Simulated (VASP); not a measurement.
# Mo (I4/mmm) in VASP: further runs, part 2 of 2

VASP 6.6.1. The steps go on from the part before.

## (4) Single point, PBE (strain -0.080 along x and y, +0.080 along z)

INCAR

```
PREC = Accurate
ENCUT = 520
EDIFF = 1E-7
ISMEAR = 0
SIGMA = 0.15
LREAL = False
LASPH = True
NELM = 60
ALGO = Normal
ISIF = 2
LWAVE = False
LCHARG = True
GGA = PE
LELF = True
LVHAR = True
NBANDS = 13
```

KPOINTS

```
regular mesh
0
Gamma
  20 20 20
```

POSCAR

```
Mo
1.0
    0.0000000000      1.8538000000      2.1762000000
    1.8538000000      0.0000000000      2.1762000000
    1.8538000000      1.8538000000      0.0000000000
Mo
1
Direct
    0.0000000000      0.0000000000      0.0000000000
```

Potentials or basis: VASP PAW PBE potentials, release 64 (Mo_sv).

Run with:

```bash
> cat potpaw_PBE.64/Mo_sv/POTCAR > POTCAR
> mpirun -np 1 vasp_std > vasp.out
```

OUTCAR:

```text
PREC = Accurate
   ENCUT = 520
   EDIFF = 1E-7
   ISMEAR = 0
   LREAL = False
   LASPH = True
   NELM = 60
   ISIF = 2
   GGA = PE

 ion  position               nearest neighbor table
   1  0.000  0.000  0.000-

  LATTYP: Found a body centered tetragonal cell.
 ALAT       =     2.6216691019
 C/A-ratio  =     1.6601637471

  Lattice vectors:

 A1 = (  -1.8538000000,   0.0000000000,   2.1762000000)
 A2 = (   1.8538000000,   0.0000000000,   2.1762000000)
 A3 = (   0.0000000000,   1.8538000000,  -2.1762000000)

Analysis of symmetry for initial positions (statically):
=====================================================================
 Subroutine PRICEL returns:
 Original cell was already a primitive cell.

 Routine SETGRP: Setting up the symmetry group for a
 body centered tetragonal supercell.

 Subroutine GETGRP returns: Found 16 space group operations
 (whereof 16 operations were pure point group operations)
 out of a pool of 16 trial point group operations.

The static configuration has the point symmetry D_4h.

Analysis of symmetry for dynamics (positions and initial velocities):
=====================================================================
 Subroutine PRICEL returns:
 Original cell was already a primitive cell.

 Routine SETGRP: Setting up the symmetry group for a
 body centered tetragonal supercell.

 Subroutine GETGRP returns: Found 16 space group operations
 (whereof 16 operations were pure point group operations)
 out of a pool of 16 trial point group operations.

The dynamic configuration has the point symmetry D_4h.

 Subroutine INISYM returns: Found 16 space group operations
 (whereof 16 operations are pure point group operations),
 and found     1 'primitive' translations

----------------------------------------------------------------------------------------

                                     Primitive cell

  volume of cell :      14.9573

  direct lattice vectors                    reciprocal lattice vectors
[... 113 lines left out ...]
   IVDW    =     0    specifies the selected vdW correction
   LEPSILON=     F    determine dielectric tensor
   LRPA    =     F    only Hartree local field effects (RPA)
 non-spin polarized calculation
 Gauss-broadening in eV      SIGMA  =   0.15
  energy-cutoff  :      520.00
  volume of cell :       14.96
 maximum number of plane-waves:       413
 NGX is ok and might be reduce to    24
   NGX = 11   NGY = 11   NGZ =  9

 number of electron      14.0000001 magnetization

 Free energy of the ion-electron system (eV)
  ---------------------------------------------------
  ext. energy  EPLUGINS =         0.00000000
  ---------------------------------------------------
  free energy    TOTEN  =       -10.52381595 eV

  energy without entropy =      -10.51256366  energy(sigma->0) =      -10.51818981

 E-fermi :  13.1949     XC(G=0): -13.6228

 val. band max:       13.1917998835   @ k =  -0.1500  -0.0000   0.0500
 cond. band min:      13.1990639607   @ k =  -0.0500   0.1000   0.0500
 fundamental gap:      0.0072640772
 Fermi energy:        13.1948690026

 k-point     1 :       0.0000    0.0000    0.0000
  band No.  band energies     occupation
      1     -47.8926      2.00000
      2     -21.2011      2.00000
      3     -20.9625      2.00000
      4     -20.9625      2.00000
      5       5.9588      2.00000
      6      10.6835      2.00000
      7      12.9540      1.97686
      8      12.9540      1.97686
      9      13.1804      1.10861
     10      16.4084      0.00000
     11      26.4000      0.00000
     12      28.4727      0.00000
     13      33.5744      0.00000
[... 354 lines left out ...]
  band No.  band energies     occupation
      1     -47.6210      2.00000
      2     -22.4990      2.00000
      3     -21.4542      2.00000
      4     -20.9825      2.00000
      5       8.1509      2.00000
      6      11.0562      2.00000
      7      12.9128      1.99218
      8      13.2547      0.57239
      9      15.9633      0.00000
     10      17.1048      0.00000
     11      25.4642      0.00000
     12      27.9990      0.00000
     13      34.1141      0.00000

 [... further k-points ...]

------------------------ aborting loop because EDIFF is reached ----------------------------------------

  FORCE on cell =-STRESS in cart. coord.  units (eV):
  Direction    XX          YY          ZZ          XY          YZ          ZX
  --------------------------------------------------------------------------------------
  -------------------------------------------------------------------------------------
  Total        1.7826331      1.7826331      2.3061319      0.0000000      0.0000000     -0.0000000
  in kB      190.9492665    190.9492665    247.0245843      0.0000000      0.0000000     -0.0000000
  external PRESSURE =     209.6410391 kB  Pullay stress =       0.0000000 kB

 VOLUME and BASIS-vectors are now :
 -----------------------------------------------------------------------------
  energy-cutoff  :      520.00
  volume of cell :       14.96
      direct lattice vectors                 reciprocal lattice vectors
     0.000000000  1.853800000  2.176200000    -0.269716258  0.269716258  0.229758294
     1.853800000  0.000000000  2.176200000     0.269716258 -0.269716258  0.229758294
     1.853800000  1.853800000  0.000000000     0.269716258  0.269716258 -0.229758294

 POSITION                                       TOTAL-FORCE (eV/Angst)
 -----------------------------------------------------------------------------------
      0.00000      0.00000      0.00000         0.000000      0.000000      0.000000
 -----------------------------------------------------------------------------------
    total drift:                               -0.000000     -0.000000      0.000000

  FREE ENERGIE OF THE ION-ELECTRON SYSTEM (eV)
  ---------------------------------------------------
  free  energy   TOTEN  =       -10.5238159517 eV

  energy  without entropy=      -10.5125636638  energy(sigma->0) =      -10.51818981
```

OSZICAR:

```text
N       E                     dE             d eps       ncg     rms          rms(c)
DAV:   1     0.926663243467E+02    0.92666E+02   -0.80803E+03 16815   0.111E+03
DAV:   2    -0.992715728973E+01   -0.10259E+03   -0.98827E+02 19171   0.312E+02
DAV:   3    -0.110828640805E+02   -0.11557E+01   -0.11525E+01 18521   0.330E+01
DAV:   4    -0.110854363808E+02   -0.25723E-02   -0.25722E-02 18801   0.189E+00
DAV:   5    -0.110854522413E+02   -0.15861E-04   -0.15861E-04 18886   0.132E-01    0.160E+01
DAV:   6    -0.106002476081E+02    0.48520E+00   -0.60587E-01 17081   0.951E+00    0.503E+00
DAV:   7    -0.105273464078E+02    0.72901E-01   -0.13866E-01 18736   0.434E+00    0.733E-01
DAV:   8    -0.105237712413E+02    0.35752E-02   -0.39722E-03 17026   0.795E-01    0.128E-01
DAV:   9    -0.105238073330E+02   -0.36092E-04   -0.71721E-05 19871   0.103E-01    0.735E-02
DAV:  10    -0.105238159769E+02   -0.86440E-05   -0.12443E-05 17521   0.419E-02    0.887E-03
DAV:  11    -0.105238162321E+02   -0.25518E-06   -0.35481E-07 18806   0.698E-03    0.399E-03
DAV:  12    -0.105238159601E+02    0.27201E-06   -0.42814E-08  9348   0.260E-03    0.497E-04
DAV:  13    -0.105238159517E+02    0.83724E-08   -0.24920E-09  8708   0.699E-04
   1 F= -.10523816E+02 E0= -.10518190E+02  d E =-.112523E-01
```

Wall time 76 s (1 thread of AMD EPYC 9R45 (Zen 5), shared host); peak memory 0.2 GiB.

Results:

```yaml
Free_energy: -10.5238 eV
Pressure: 21.0 GPa
Band_gap_on_the_k_mesh: zero (band 7 reaches 16.55 eV, above the bottom of band 8 at 12.58 eV)
```

Caveat: the cell differs from its parent crystal (strain -0.080 along x and y, +0.080 along z).

## (5) Single point, PBE (strain +0.000 along x and y, -0.080 along z)

INCAR

```
SYSTEM = Mo
PREC = Accurate ; ENCUT = 520
EDIFF = 1E-6 ; ISMEAR = 0
SIGMA = 0.15 ; LREAL = .FALSE.
LASPH = .TRUE. ; NELM = 60
ALGO = Normal ; ISIF = 2
LWAVE = .FALSE. ; LCHARG = .TRUE.
GGA = PE ; LELF = .TRUE.
LVHAR = .TRUE. ; NBANDS = 13
```

KPOINTS

```
regular mesh
0
G
  20 20 20
  0 0 0
```

POSCAR

```
Mo
1.0
    0.0000000000      2.0150000000      1.8538000000
    2.0150000000      0.0000000000      1.8538000000
    2.0150000000      2.0150000000      0.0000000000
Mo
1
Direct
    0.0000000000      0.0000000000      0.0000000000
```

Potentials or basis: VASP PAW PBE potentials, release 64 (Mo_sv).

Run with:

```bash
> cat potpaw_PBE.64/Mo_sv/POTCAR > POTCAR
> mpirun -np 1 vasp_std > vasp.out
```

OUTCAR:

```text
SYSTEM = Mo
   PREC = Accurate
   ENCUT = 520
   EDIFF = 1E-6
   ISMEAR = 0
   LREAL = .FALSE.
   LASPH = .TRUE.
   NELM = 60
   ISIF = 2
   GGA = PE

 ion  position               nearest neighbor table
   1  0.000  0.000  0.000-

  LATTYP: Found a body centered tetragonal cell.
 ALAT       =     2.8496403282
 C/A-ratio  =     1.3010764774

  Lattice vectors:

 A1 = (   0.0000000000,  -2.0150000000,  -1.8538000000)
 A2 = (   0.0000000000,   2.0150000000,  -1.8538000000)
 A3 = (   2.0150000000,   0.0000000000,   1.8538000000)

Analysis of symmetry for initial positions (statically):
=====================================================================
 Subroutine PRICEL returns:
 Original cell was already a primitive cell.

 Routine SETGRP: Setting up the symmetry group for a
 body centered tetragonal supercell.

 Subroutine GETGRP returns: Found 16 space group operations
 (whereof 16 operations were pure point group operations)
 out of a pool of 16 trial point group operations.

The static configuration has the point symmetry D_4h.

Analysis of symmetry for dynamics (positions and initial velocities):
=====================================================================
 Subroutine PRICEL returns:
 Original cell was already a primitive cell.

 Routine SETGRP: Setting up the symmetry group for a
 body centered tetragonal supercell.

 Subroutine GETGRP returns: Found 16 space group operations
 (whereof 16 operations were pure point group operations)
 out of a pool of 16 trial point group operations.

The dynamic configuration has the point symmetry D_4h.

 Subroutine INISYM returns: Found 16 space group operations
 (whereof 16 operations are pure point group operations),
 and found     1 'primitive' translations

----------------------------------------------------------------------------------------

                                     Primitive cell

  volume of cell :      15.0537

  direct lattice vectors                    reciprocal lattice vectors
     0.000000000  2.015000000  1.853800000    -0.248138958  0.248138958  0.269716258
     2.015000000  0.000000000  1.853800000     0.248138958 -0.248138958  0.269716258
     2.015000000  2.015000000  0.000000000     0.248138958  0.248138958 -0.269716258

  length of vectors
     2.738028386  2.738028386  2.849640328     0.442597724  0.442597724  0.442597724

  position of ions in fractional coordinates (direct lattice)
     0.000000000  0.000000000  0.000000000

  ion indices of the primitive-cell ions
   primitive index   ion index
                 1           1

----------------------------------------------------------------------------------------

 KPOINTS: regular mesh

Automatic generation of k-mesh.
 Grid dimensions read from file:
 generate k-points for:   20   20   20

 Generating k-lattice:

  Cartesian coordinates                     Fractional coordinates (reciprocal lattice)
    -0.012406948  0.012406948  0.013485813     0.050000000  0.000000000  0.000000000
     0.012406948 -0.012406948  0.013485813     0.000000000  0.050000000  0.000000000
     0.012406948  0.012406948 -0.013485813     0.000000000  0.000000000  0.050000000

  Length of vectors
     0.022129886  0.022129886  0.022129886

  Shift w.r.t. Gamma in fractional coordinates (k-lattice)
     0.000000000  0.000000000  0.000000000

 Subroutine IBZKPT returns following result:
 ===========================================

 Found    641 irreducible k-points:

 Following reciprocal coordinates:
            Coordinates               Weight
  0.000000  0.000000  0.000000      1.000000
  0.050000 -0.000000  0.000000      8.000000
  0.100000 -0.000000  0.000000      8.000000
  0.150000 -0.000000  0.000000      8.000000
  0.200000 -0.000000  0.000000      8.000000
  0.250000  0.000000  0.000000      8.000000
[... 16 lines left out ...]
 -0.400000  0.050000  0.000000      8.000000
 -0.350000  0.050000  0.000000      8.000000
 [... further k-points ...]
   k-points           NKPTS =    641   k-points in BZ     NKDIM =    641   number of bands    NBANDS=     13
   number of dos      NEDOS =    301   number of ions     NIONS =      1
   total plane-waves  NPLWV =   9600
   dimension x,y,z NGX =    20 NGY =   20 NGZ =   24
   dimension x,y,z NGXF=    40 NGYF=   40 NGZF=   48
   ions per type =               1
   NGX,Y,Z   is equivalent  to a cutoff of  12.14, 12.14, 14.00 a.u.
   NGXF,Y,Z  is equivalent  to a cutoff of  24.29, 24.29, 28.00 a.u.
 SYSTEM =  Mo
   PREC   = accura    normal or accurate (medium, high low for compatibility)
   ISTART =      0    job   : 0-new  1-cont  2-samecut
   ICHARG =      2    charge: 1-file 2-atom 10-const
   ISPIN  =      1    spin polarized calculation?
   LNONCOLLINEAR =      F non collinear calculations
   LSORBIT =      F    spin-orbit coupling
   LASPH  =      T    aspherical Exc in radial PAW
   ENCUT  =  520.0 eV  38.22 Ry    6.18 a.u.   5.09  5.09  5.30*2*pi/ulx,y,z
   NELM   =     60;   NELMIN=  2; NELMDL= -5     # of ELM steps
   EDIFF  = 0.1E-05   stopping-criterion for ELM
   LREAL  =      F    real-space projection
   EDIFFG = 0.1E-04   stopping-criterion for IOM
   NSW    =      0    number of steps for IOM
   IBRION =     -1    ionic relax: 0-MD 1-quasi-New 2-CG
   NFREE  =      0    steps in history (QN), initial steepest desc. (CG)
   ISIF   =      2    stress and relaxation
   ISYM   =      2    0-nonsym 1-usesym 2-fastsym
   POTIM  = 0.5000    time-step for ionic-motion
   TEBEG  =    0.0;   TEEND  =   0.0 temperature during run
   PSTRESS=    0.0 pullay stress
   NELECT =      14.0000    total number of electrons
   NUPDOWN=      -1.0000    fix difference up-down
   EMIN   =  10.00;   EMAX   =-10.00  energy-range for DOS
   EFERMI =   0.00;   METHOD = LEGACY
   ISMEAR =     0;   SIGMA  =   0.15  broadening in eV -4-tet -1-fermi 0-gaus
   EFERMI_NEDOS =   21; number of points for ismear=-14 and -15
   IALGO  =     38    algorithm
   IMIX   =      4    mixing-type and parameters
     AMIX     =   0.40;   BMIX     =  1.00
     AMIX_MAG =   1.60;   BMIX_MAG =  1.00
  volume/ion in A,a.u.               =      15.05       101.59
  Fermi-wavevector in a.u.,A,eV,Ry     =   1.597975  3.019734 34.742784  2.553523
  Thomas-Fermi vector in A             =   2.695497
   LORBIT       =      0    0 simple, 1 ext, 2 COOP (PROOUT), +10 PAW based schemes
   GGA     = PE    functional components
   LHFCALC =     F    Hartree Fock is set to
   AEXX    =    0.0000 exact exchange contribution
   IVDW    =     0    specifies the selected vdW correction
   LEPSILON=     F    determine dielectric tensor
   LRPA    =     F    only Hartree local field effects (RPA)
 non-spin polarized calculation
 Gauss-broadening in eV      SIGMA  =   0.15
  energy-cutoff  :      520.00
  volume of cell :       15.05
 maximum number of plane-waves:       427
   NGX = 11   NGY = 11   NGZ = 11

 number of electron      14.0000001 magnetization

 Free energy of the ion-electron system (eV)
  ---------------------------------------------------
  ext. energy  EPLUGINS =         0.00000000
  ---------------------------------------------------
  free energy    TOTEN  =       -10.51427426 eV

  energy without entropy =      -10.50124207  energy(sigma->0) =      -10.50775816

 E-fermi :  12.9061     XC(G=0): -13.5882

 val. band max:       12.9058365618   @ k =   0.3000   0.1000   0.0500
 cond. band min:      12.9069931130   @ k =   0.4000   0.1500   0.1000
 fundamental gap:      0.0011565512
 Fermi energy:        12.9060969200

 k-point     1 :       0.0000    0.0000    0.0000
  band No.  band energies     occupation
      1     -47.9512      2.00000
      2     -21.1583      2.00000
      3     -21.1583      2.00000
      4     -21.1134      2.00000
      5       5.8621      2.00000
      6      11.6607      2.00000
      7      11.6607      2.00000
      8      12.6807      1.96638
      9      14.1148      0.00000
     10      15.4817      0.00000
     11      26.0090      0.00000
     12      30.4880      0.00000
     13      30.4880      0.00000
[... 353 lines left out ...]
 k-point    24 :      -0.3500    0.0500    0.0000
  band No.  band energies     occupation
      1     -47.7076      2.00000
      2     -22.4582      2.00000
      3     -21.3935      2.00000
      4     -21.2767      2.00000
      5       8.0958      2.00000
      6      11.4820      2.00000
      7      12.3176      2.00000
      8      12.9399      0.74984
      9      16.0015      0.00000
     10      16.5582      0.00000
     11      25.5009      0.00000
     12      28.0379      0.00000
     13      34.1197      0.00000

 [... further k-points ...]

------------------------ aborting loop because EDIFF is reached ----------------------------------------

  FORCE on cell =-STRESS in cart. coord.  units (eV):
  Direction    XX          YY          ZZ          XY          YZ          ZX
  --------------------------------------------------------------------------------------
  -------------------------------------------------------------------------------------
  Total        2.2225064      2.2225064      0.5803852      0.0000000      0.0000000      0.0000000
  in kB      236.5432922    236.5432922     61.7708966      0.0000000      0.0000000      0.0000000
  external PRESSURE =     178.2858270 kB  Pullay stress =       0.0000000 kB

 VOLUME and BASIS-vectors are now :
 -----------------------------------------------------------------------------
  energy-cutoff  :      520.00
  volume of cell :       15.05
      direct lattice vectors                 reciprocal lattice vectors
     0.000000000  2.015000000  1.853800000    -0.248138958  0.248138958  0.269716258
     2.015000000  0.000000000  1.853800000     0.248138958 -0.248138958  0.269716258
     2.015000000  2.015000000  0.000000000     0.248138958  0.248138958 -0.269716258

 POSITION                                       TOTAL-FORCE (eV/Angst)
 -----------------------------------------------------------------------------------
      0.00000      0.00000      0.00000        -0.000000     -0.000000      0.000000
 -----------------------------------------------------------------------------------
    total drift:                               -0.000000     -0.000000     -0.000000

  FREE ENERGIE OF THE ION-ELECTRON SYSTEM (eV)
  ---------------------------------------------------
  free  energy   TOTEN  =       -10.5142742585 eV

  energy  without entropy=      -10.5012420701  energy(sigma->0) =      -10.50775816
```

stdout:

```text
POSCAR found type information on POSCAR Mo
 POSCAR found :  1 types and       1 ions
 scaLAPACK will be used
 LDA part: xc-table for (Slater+PW92), standard interpolation
 POSCAR, INCAR and KPOINTS ok, starting setup
 FFT: planning ... GRIDC
 FFT: planning ... GRID_SOFT
 FFT: planning ... GRID
 WAVECAR not read
 entering main loop
```

It took 56 s on 1 thread of AMD EPYC 9R45 (Zen 5), shared host; peak memory 0.2 GiB.

Results:

| Quantity | Value |
| --- | --- |
| Free energy | -10.5143 eV |
| Pressure | 17.8 GPa |
| Band gap on the k mesh | zero (band 7 reaches 17.06 eV, above the bottom of band 8 at 12.00 eV) |

Caveat: the cell differs from its parent crystal (strain +0.000 along x and y, -0.080 along z).

## (6) Overview

| cell | gap on the mesh (eV) | pressure (GPa) |
| --- | --- | --- |
| a = 2.966, b = 2.966, c = 3.078 Å, angles 58.7, 58.7, 62.5°, 1 atom | none | -28.8 |
| a = 2.798, b = 2.798, c = 2.622 Å, angles 62.1, 62.1, 55.9°, 1 atom | none | 33.6 |
| a = 2.859, b = 2.859, c = 2.622 Å, angles 62.7, 62.7, 54.6°, 1 atom | none | 21.0 |
| a = 2.738, b = 2.738, c = 2.850 Å, angles 58.6, 58.6, 62.7°, 1 atom | none | 17.8 |

Alike in all rows: task single point; level PBE; potentials or basis VASP PAW PBE potentials, release 64 (Mo_sv); no spin polarisation; k mesh 20 × 20 × 20; cutoff (eV) 520; smearing gaussian 0.15 eV.

Total energies depend on the potentials used, so only differences within one code and one set of settings carry meaning.
